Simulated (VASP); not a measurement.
A run of VASP 6.6.1 is set up as follows.

File INCAR:

```
  ALGO = Normal
  EDIFF = 1E-6
  ENCUT = 520
  GGA = RE
  ISIF = 2
  ISMEAR = -1
  LASPH = T
  LCHARG = T
  LELF = T
  LREAL = F
  LVHAR = T
  LWAVE = F
  NBANDS = 12
  NELM = 100
  PREC = Accurate
  SIGMA = 0.05
```

The input KPOINTS:

```
k-points
0
Gamma
  4 4 5
```

The input POSCAR:

```
As
1.0
    4.5664000000      0.0000000000      0.0000000000
   -2.2832000000      3.9546200000      0.0000000000
    0.0000000000      0.0000000000      2.8337400000
As
2
Direct
    0.3333300000      0.6666700000      0.0000000000
    0.6666700000      0.3333300000      0.0000000000
```

Potentials or basis: VASP PAW PBE potentials, release 64 (As).

Run with:

```sh
$ cat potpaw_PBE.64/As/POTCAR > POTCAR
$ mpirun -np 1 vasp_std > vasp.out
```

(1) What does it give for the pressure?

(2) What does it give for the band gap on the k mesh?

## Answers

(1) 0.5 GPa.

(2) zero (band 5 reaches 6.27 eV, above the bottom of band 6 at 2.75 eV).

Caveat: the k points lie up to 0.44 Å⁻¹ apart; the PAW data sets were made with another functional, which shifts forces and pressure a little.
